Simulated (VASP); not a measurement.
# ZrC (Fm-3m) in VASP: notebook

Aim: see how the results for ZrC move with the level of theory and the settings. Levels: LDA, r2SCAN. Tasks: single point.

Everything below comes from runs of VASP 6.6.1. Logs are shortened: lines on timing, memory, paths and dates and some standing lists are left out, and cuts for length are marked.

## Step 1: The cell of the first run

The structure is cubic, space group Fm-3m (No. 225). Conventional cell: a = 4.712 Å, b = 4.712 Å, c = 4.712 Å, α = 90.00°, β = 90.00°, γ = 90.00°. Zr (site symmetry m-3m) has 6 C at 2.36 Å within 3.1 Å. Within 3.1 Å of C (site symmetry m-3m) lie 6 Zr at 2.36 Å.

## Step 2: Single point, LDA

The input, INCAR:

```
ALGO     = Normal         # electronic algorithm
EDIFF    = 1E-6           # SCF threshold, eV
ENCUT    = 600            # plane-wave cutoff, eV
GGA      = CA             # functional
GGA_COMPAT= False        
ISIF     = 2              # what is computed and relaxed
ISMEAR   = 0              # smearing method
LASPH    = True           # aspherical terms in the spheres
LCHARG   = True           # write CHGCAR
LELF     = True           # ELF
LREAL    = False          # projectors in reciprocal space
LVHAR    = True         
LWAVE    = False          # write WAVECAR
NBANDS   = 15             # bands
NELM     = 120            # most SCF steps
PREC     = Accurate       # precision mode
SIGMA    = 0.05           # smearing width, eV
```

The input, KPOINTS:

```
k-points
0
Gamma
  12 12 12
```

The input, POSCAR:

```
ZrC
1.0
    0.0000000000      2.3558751196      2.3558751196
    2.3558751196      0.0000000000      2.3558751196
    2.3558751196      2.3558751196      0.0000000000
Zr C
1 1
Direct
    0.5000000000      0.5000000000      0.5000000000
    0.0000000000      0.0000000000      0.0000000000
```

Potentials or basis: VASP PAW LDA potentials, release 64 (Zr_sv, C).

The run is started by

```console
cat potpaw_LDA.64/Zr_sv/POTCAR potpaw_LDA.64/C/POTCAR > POTCAR
mpirun -np 1 vasp_std > vasp.out
```

OUTCAR:

```text
EDIFF = 1E-6
   ENCUT = 600
   GGA = CA
   ISIF = 2
   ISMEAR = 0
   LASPH = True
   LREAL = False
   NELM = 120
   PREC = Accurate

 ion  position               nearest neighbor table
   1  0.500  0.500  0.500-   2 2.36   2 2.36   2 2.36   2 2.36   2 2.36   2 2.36
   2  0.000  0.000  0.000-   1 2.36   1 2.36   1 2.36   1 2.36   1 2.36   1 2.36

  LATTYP: Found a face centered cubic cell.
 ALAT       =     4.7117502392

  Lattice vectors:

 A1 = (   0.0000000000,   2.3558751196,   2.3558751196)
 A2 = (   2.3558751196,   0.0000000000,   2.3558751196)
 A3 = (   2.3558751196,   2.3558751196,   0.0000000000)

Analysis of symmetry for initial positions (statically):
=====================================================================
 Subroutine PRICEL returns:
 Original cell was already a primitive cell.

 Routine SETGRP: Setting up the symmetry group for a
 face centered cubic supercell.

 Subroutine GETGRP returns: Found 48 space group operations
 (whereof 48 operations were pure point group operations)
 out of a pool of 48 trial point group operations.

The static configuration has the point symmetry O_h .

Analysis of symmetry for dynamics (positions and initial velocities):
=====================================================================
 Subroutine PRICEL returns:
 Original cell was already a primitive cell.

 Routine SETGRP: Setting up the symmetry group for a
 face centered cubic supercell.

 Subroutine GETGRP returns: Found 48 space group operations
 (whereof 48 operations were pure point group operations)
 out of a pool of 48 trial point group operations.

The dynamic configuration has the point symmetry O_h .

 Subroutine INISYM returns: Found 48 space group operations
 (whereof 48 operations are pure point group operations),
 and found     1 'primitive' translations

----------------------------------------------------------------------------------------

                                     Primitive cell

  volume of cell :      26.1509

  direct lattice vectors                    reciprocal lattice vectors
     0.000000000  2.355875120  2.355875120    -0.212235358  0.212235358  0.212235358
     2.355875120  0.000000000  2.355875120     0.212235358 -0.212235358  0.212235358
     2.355875120  2.355875120  0.000000000     0.212235358  0.212235358 -0.212235358

  length of vectors
     3.331710545  3.331710545  3.331710545     0.367602424  0.367602424  0.367602424

  position of ions in fractional coordinates (direct lattice)
     0.500000000  0.500000000  0.500000000
[... 83 lines left out ...]
   NFREE  =      0    steps in history (QN), initial steepest desc. (CG)
   ISIF   =      2    stress and relaxation
   ISYM   =      2    0-nonsym 1-usesym 2-fastsym
   POTIM  = 0.5000    time-step for ionic-motion
   TEBEG  =    0.0;   TEEND  =   0.0 temperature during run
   PSTRESS=    0.0 pullay stress
   NELECT =      16.0000    total number of electrons
   NUPDOWN=      -1.0000    fix difference up-down
   EMIN   =  10.00;   EMAX   =-10.00  energy-range for DOS
   EFERMI =   0.00;   METHOD = LEGACY
   ISMEAR =     0;   SIGMA  =   0.05  broadening in eV -4-tet -1-fermi 0-gaus
   EFERMI_NEDOS =   21; number of points for ismear=-14 and -15
   IALGO  =     38    algorithm
   IMIX   =      4    mixing-type and parameters
     AMIX     =   0.40;   BMIX     =  1.00
     AMIX_MAG =   1.60;   BMIX_MAG =  1.00
  volume/ion in A,a.u.               =      13.08        88.24
  Fermi-wavevector in a.u.,A,eV,Ry     =   1.389801  2.626343 26.280283  1.931546
  Thomas-Fermi vector in A             =   2.513797
   LORBIT       =      0    0 simple, 1 ext, 2 COOP (PROOUT), +10 PAW based schemes
   GGA     = CA    functional components
   LHFCALC =     F    Hartree Fock is set to
   AEXX    =    0.0000 exact exchange contribution
   IVDW    =     0    specifies the selected vdW correction
   LEPSILON=     F    determine dielectric tensor
   LRPA    =     F    only Hartree local field effects (RPA)
 non-spin polarized calculation
 Gauss-broadening in eV      SIGMA  =   0.05
  energy-cutoff  :      600.00
  volume of cell :       26.15
 maximum number of plane-waves:       895
   NGX = 13   NGY = 13   NGZ = 13

 number of electron      16.0000000 magnetization

 Free energy of the ion-electron system (eV)
  ---------------------------------------------------
  ext. energy  EPLUGINS =         0.00000000
  ---------------------------------------------------
  free energy    TOTEN  =       -21.24473918 eV

  energy without entropy =      -21.24392398  energy(sigma->0) =      -21.24433158

 E-fermi :   9.4361     XC(G=0): -12.3235

 val. band max:        9.4325955968   @ k =   0.5000   0.5000   0.0000
 cond. band min:       9.4502734782   @ k =   0.1667   0.1667   0.0000
 fundamental gap:      0.0176778814
 Fermi energy:         9.4360562927

 k-point     1 :       0.0000    0.0000    0.0000
  band No.  band energies     occupation
      1     -38.4704      2.00000
      2     -16.3351      2.00000
      3     -16.3351      2.00000
      4     -16.3351      2.00000
      5      -1.7646      2.00000
      6      10.3033      0.00000
      7      10.3033      0.00000
      8      10.3033      0.00000
      9      10.3937      0.00000
     10      10.3937      0.00000
     11      10.3937      0.00000
     12      12.1358      0.00000
     13      12.1358      0.00000
     14      16.6709      0.00000
[... 401 lines left out ...]
      2     -17.0967      2.00000
      3     -16.5691      2.00000
      4     -16.4456      2.00000
      5       0.8996      2.00000
      6       4.7208      2.00000
      7       6.7419      2.00000
      8       6.7888      2.00000
      9      12.9941      0.00000
     10      13.5327      0.00000
     11      14.1205      0.00000
     12      17.2990      0.00000
     13      18.6937      0.00000
     14      18.9748      0.00000
     15      22.6267      0.00000

 [... further k-points ...]
[... 5 lines left out ...]
  --------------------------------------------------------------------------------------
  -------------------------------------------------------------------------------------
  Total       -1.5692000     -1.5692000     -1.5692000     -0.0000000      0.0000000     -0.0000000
  in kB      -96.1395522    -96.1395522    -96.1395522     -0.0000000      0.0000000     -0.0000000
  external PRESSURE =     -96.1395522 kB  Pullay stress =       0.0000000 kB

 VOLUME and BASIS-vectors are now :
 -----------------------------------------------------------------------------
  energy-cutoff  :      600.00
  volume of cell :       26.15
      direct lattice vectors                 reciprocal lattice vectors
     0.000000000  2.355875120  2.355875120    -0.212235358  0.212235358  0.212235358
     2.355875120  0.000000000  2.355875120     0.212235358 -0.212235358  0.212235358
     2.355875120  2.355875120  0.000000000     0.212235358  0.212235358 -0.212235358

 POSITION                                       TOTAL-FORCE (eV/Angst)
 -----------------------------------------------------------------------------------
      2.35588      2.35588      2.35588        -0.000000     -0.000000      0.000000
      0.00000      0.00000      0.00000         0.000000      0.000000     -0.000000
 -----------------------------------------------------------------------------------
    total drift:                                0.000000      0.000000      0.000000

  FREE ENERGIE OF THE ION-ELECTRON SYSTEM (eV)
  ---------------------------------------------------
  free  energy   TOTEN  =       -21.2447391846 eV

  energy  without entropy=      -21.2439239847  energy(sigma->0) =      -21.24433158
```

Wall time 17 s (1 thread of Intel Xeon 6975P-C (Granite Rapids), shared host); peak memory 0.16 GiB.

What came out:

```yaml
Free_energy: -21.2447 eV
Pressure: -9.6 GPa
Band_gap_on_the_k_mesh: zero (bands 8 and 9 overlap by 1.31 eV)
```

Levels at points of the mesh, in eV from the Fermi level:
| k point | band 6 | band 7 | band 8 | band 9 | band 10 | band 11 |
| --- | --- | --- | --- | --- | --- | --- |
| (0.00, 0.00, 0.00) | 0.87 | 0.87 | 0.87 | 0.96 | 0.96 | 0.96 |
| (0.50, 0.00, 0.00) | -5.35 | -2.99 | -2.99 | 4.34 | 4.34 | 5.17 |
| (0.50, 0.50, 0.00) | -2.10 | -1.86 | 0.00 | 0.00 | 4.34 | 5.50 |

Caveat: the cell stands under tension.

## Step 3: Single point, r2SCAN (12.55 Å³/atom)

This run uses another cell than the first one, of 12.55 Å³/atom.

The input, POSCAR:

```
ZrC
1.0
    0.0000000000      2.3240350662      2.3240350662
    2.3240350662      0.0000000000      2.3240350662
    2.3240350662      2.3240350662      0.0000000000
Zr C
1 1
Direct
    0.5000000000      0.5000000000      0.5000000000
    0.0000000000      0.0000000000      0.0000000000
```

The input, INCAR.step1:

```
  PREC = Accurate
  ENCUT = 660
  ISMEAR = 0
  SIGMA = 0.05
  LREAL = F
  LASPH = T
  NELM = 120
  NBANDS = 15
  GGA = PE
  ALGO = Normal
  EDIFF = 1E-5
  LWAVE = T
  LCHARG = F
  GGA_COMPAT = F
```

The input, INCAR.step2:

```
  PREC = Accurate
  ENCUT = 660
  EDIFF = 1E-6
  ISMEAR = 0
  SIGMA = 0.05
  LREAL = F
  LASPH = T
  NELM = 120
  ALGO = Normal
  ISIF = 2
  LWAVE = F
  LCHARG = F
  METAGGA = R2SCAN
  LMIXTAU = T
  NBANDS = 15
  ISTART = 1
  GGA_COMPAT = F
```

The input, KPOINTS:

```
regular mesh
0
Gamma
  12 12 12
```

Potentials or basis: VASP PAW PBE potentials, release 64 (Zr_sv, C).

The run is started by

```console
cat potpaw_PBE.64/Zr_sv/POTCAR potpaw_PBE.64/C/POTCAR > POTCAR
cp INCAR.step1 INCAR
mpirun -np 1 vasp_std > vasp.out
cp INCAR.step2 INCAR
mpirun -np 1 vasp_std > vasp.out
```

OUTCAR:

```text
PREC = Accurate
   ENCUT = 660
   EDIFF = 1E-6
   ISMEAR = 0
   LREAL = F
   LASPH = T
   NELM = 120
   ISIF = 2
   METAGGA = R2SCAN
   ISTART = 1

 ion  position               nearest neighbor table
   1  0.500  0.500  0.500-   2 2.32   2 2.32   2 2.32   2 2.32   2 2.32   2 2.32
   2  0.000  0.000  0.000-   1 2.32   1 2.32   1 2.32   1 2.32   1 2.32   1 2.32

  LATTYP: Found a face centered cubic cell.
 ALAT       =     4.6480701324

  Lattice vectors:

 A1 = (   0.0000000000,   2.3240350662,   2.3240350662)
 A2 = (   2.3240350662,   0.0000000000,   2.3240350662)
 A3 = (   2.3240350662,   2.3240350662,   0.0000000000)

Analysis of symmetry for initial positions (statically):
=====================================================================
 Subroutine PRICEL returns:
 Original cell was already a primitive cell.

 Routine SETGRP: Setting up the symmetry group for a
 face centered cubic supercell.

 Subroutine GETGRP returns: Found 48 space group operations
 (whereof 48 operations were pure point group operations)
 out of a pool of 48 trial point group operations.

The static configuration has the point symmetry O_h .

Analysis of symmetry for dynamics (positions and initial velocities):
=====================================================================
 Subroutine PRICEL returns:
 Original cell was already a primitive cell.

 Routine SETGRP: Setting up the symmetry group for a
 face centered cubic supercell.

 Subroutine GETGRP returns: Found 48 space group operations
 (whereof 48 operations were pure point group operations)
 out of a pool of 48 trial point group operations.

The dynamic configuration has the point symmetry O_h .

 Subroutine INISYM returns: Found 48 space group operations
 (whereof 48 operations are pure point group operations),
 and found     1 'primitive' translations

----------------------------------------------------------------------------------------

                                     Primitive cell

[... 119 lines left out ...]
   LEPSILON=     F    determine dielectric tensor
   LRPA    =     F    only Hartree local field effects (RPA)
 non-spin polarized calculation
 Gauss-broadening in eV      SIGMA  =   0.05
  energy-cutoff  :      660.00
  volume of cell :       25.10
 maximum number of plane-waves:       982
   NGX = 13   NGY = 13   NGZ = 13

 number of electron      16.0000000 magnetization

 Free energy of the ion-electron system (eV)
  ---------------------------------------------------
  ext. energy  EPLUGINS =         0.00000000
  ---------------------------------------------------
  free energy    TOTEN  =       -34.69099913 eV

  energy without entropy =      -34.69048667  energy(sigma->0) =      -34.69074290

 E-fermi :  10.1393     XC(G=0): -13.1276

 val. band max:       10.0848233819   @ k =   0.5000   0.5000   0.0000
 cond. band min:      10.1441180016   @ k =   0.0833   0.0000   0.0000
 fundamental gap:      0.0592946197
 Fermi energy:        10.1392569116

 k-point     1 :       0.0000    0.0000    0.0000
  band No.  band energies     occupation
      1     -39.6537      2.00000
      2     -16.6308      2.00000
      3     -16.6308      2.00000
      4     -16.6308      2.00000
      5      -2.1168      2.00000
      6      10.9717      0.00000
      7      10.9717      0.00000
      8      10.9717      0.00000
      9      11.3665      0.00000
     10      11.3665      0.00000
     11      11.3665      0.00000
     12      13.1056      0.00000
     13      13.1056      0.00000
     14      18.3905      0.00000
[... 401 lines left out ...]
      2     -17.5290      2.00000
      3     -16.8976      2.00000
      4     -16.7524      2.00000
      5       0.6509      2.00000
      6       5.1087      2.00000
      7       7.1245      2.00000
      8       7.2422      2.00000
      9      14.1421      0.00000
     10      14.7675      0.00000
     11      15.4143      0.00000
     12      18.7931      0.00000
     13      20.2464      0.00000
     14      20.6214      0.00000
     15      24.5114      0.00000

 [... further k-points ...]

------------------------ aborting loop because EDIFF is reached ----------------------------------------

  FORCE on cell =-STRESS in cart. coord.  units (eV):
  Direction    XX          YY          ZZ          XY          YZ          ZX
  --------------------------------------------------------------------------------------
  -------------------------------------------------------------------------------------
  Total        1.6179821      1.6179821      1.6179821     -0.0000000     -0.0000000      0.0000000
  in kB      103.2586073    103.2586073    103.2586073     -0.0000000     -0.0000000      0.0000000
  external PRESSURE =     103.2586073 kB  Pullay stress =       0.0000000 kB

 VOLUME and BASIS-vectors are now :
 -----------------------------------------------------------------------------
  energy-cutoff  :      660.00
  volume of cell :       25.10
      direct lattice vectors                 reciprocal lattice vectors
     0.000000000  2.324035066  2.324035066    -0.215143053  0.215143053  0.215143053
     2.324035066  0.000000000  2.324035066     0.215143053 -0.215143053  0.215143053
     2.324035066  2.324035066  0.000000000     0.215143053  0.215143053 -0.215143053

 POSITION                                       TOTAL-FORCE (eV/Angst)
 -----------------------------------------------------------------------------------
      2.32404      2.32404      2.32404        -0.000000     -0.000000     -0.000000
      0.00000      0.00000      0.00000         0.000000      0.000000      0.000000
 -----------------------------------------------------------------------------------
    total drift:                                0.000000      0.000000      0.000000

  FREE ENERGIE OF THE ION-ELECTRON SYSTEM (eV)
  ---------------------------------------------------
  free  energy   TOTEN  =       -34.6909991251 eV

  energy  without entropy=      -34.6904866747  energy(sigma->0) =      -34.69074290
```

OUTCAR.step1:

```text
PREC = Accurate
   ENCUT = 660
   ISMEAR = 0
   LREAL = F
   LASPH = T
[... 652 lines left out ...]
 -----------------------------------------------------------------------------------
      2.32404      2.32404      2.32404         0.000000     -0.000000      0.000000
      0.00000      0.00000      0.00000        -0.000000      0.000000     -0.000000
 -----------------------------------------------------------------------------------
    total drift:                                0.000000      0.000000      0.000000

  FREE ENERGIE OF THE ION-ELECTRON SYSTEM (eV)
  ---------------------------------------------------
  free  energy   TOTEN  =       -19.4323340291 eV

  energy  without entropy=      -19.4314524987  energy(sigma->0) =      -19.43189326
```

OSZICAR.step1:

```text
N       E                     dE             d eps       ncg     rms          rms(c)
DAV:   1     0.115913025757E+03    0.11591E+03   -0.97762E+03  2160   0.129E+03
DAV:   2    -0.160696985509E+02   -0.13198E+03   -0.12300E+03  2706   0.318E+02
DAV:   3    -0.226912814249E+02   -0.66216E+01   -0.65722E+01  3549   0.606E+01
DAV:   4    -0.228561471050E+02   -0.16487E+00   -0.16475E+00  2590   0.643E+00
DAV:   5    -0.228573993940E+02   -0.12523E-02   -0.12523E-02  2833   0.557E-01    0.218E+01
DAV:   6    -0.195136162625E+02    0.33438E+01   -0.61803E+00  2536   0.228E+01    0.766E+00
DAV:   7    -0.194435395917E+02    0.70077E-01   -0.67762E-01  2491   0.591E+00    0.665E+00
DAV:   8    -0.194711674691E+02   -0.27628E-01   -0.32045E-01  2581   0.439E+00    0.538E+00
DAV:   9    -0.194339902670E+02    0.37177E-01   -0.58471E-02  2349   0.174E+00    0.114E+00
DAV:  10    -0.194323523070E+02    0.16380E-02   -0.76451E-03  2818   0.707E-01    0.143E-01
DAV:  11    -0.194323411246E+02    0.11182E-04   -0.22864E-04  2433   0.150E-01    0.549E-02
DAV:  12    -0.194323340291E+02    0.70955E-05   -0.44344E-06  1732   0.206E-02
   1 F= -.19432334E+02 E0= -.19431893E+02  d E =-.881530E-03
```

Run time: 69 s. Hardware: 1 thread of Intel Xeon 6975P-C (Granite Rapids), shared host; peak memory 0.19 GiB.

What came out:

```yaml
Free_energy: -34.6910 eV
Pressure: 10.3 GPa
Band_gap_on_the_k_mesh: zero (bands 8 and 9 overlap by 1.34 eV)
```

Caveat: the cell stands under pressure; the PAW data sets were made with another functional, which shifts forces and pressure a little.

(Part 1 of 2 ends here.)
